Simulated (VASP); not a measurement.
Crystal: Li.

```xyz
1
Lattice="0.0000 2.2100 2.2100 2.2100 0.0000 2.2100 2.2100 2.2100 0.0000" Properties=species:S:1:pos:R:3 pbc="T T T"
Li    0.0000    0.0000    0.0000
```

This isn't the form of Li at room conditions, which is bcc.

- Program: VASP 6.6.1
- Task: relaxation of volume and atoms at fixed shape
- Functional: LDA
- Potentials or basis: VASP PAW LDA potentials, release 64 (Li_sv)
- Cutoff: 750 eV
- k mesh: 7 × 7 × 7
- Occupations: fermi-dirac, width 0.05 eV
- Spin: no spin polarisation

At the start: pressure -1.7 GPa; volume 21.59 Å³/atom.

Problem. Where does the relaxation end?

Solution. Over 4 steps the energy falls by 16.1 meV/atom and the volume is 18.81 Å³/atom (-12.9 %); space group Fm-3m (No. 225, to 0.1 Å) before and after.

Step by step:
| step | energy change (eV) | largest force (eV/Å) | pressure (GPa) | volume (Å³) |
| --- | --- | --- | --- | --- |
| 1 | 0.0000 | 0.0000 | -1.71 | 21.59 |
| 2 | -0.0069 | 0.0000 | -1.36 | 20.87 |
| 3 | -0.0152 | 0.0000 | -0.47 | 19.46 |
| 4 | -0.0161 | 0.0000 | 0.05 | 18.81 |

Final structure:
```
Li
1.0
     0.00000    2.11076    2.11076
     2.11076    0.00000    2.11076
     2.11076    2.11076    0.00000
Li
1
Direct
  0.00000 0.00000 0.00000
```
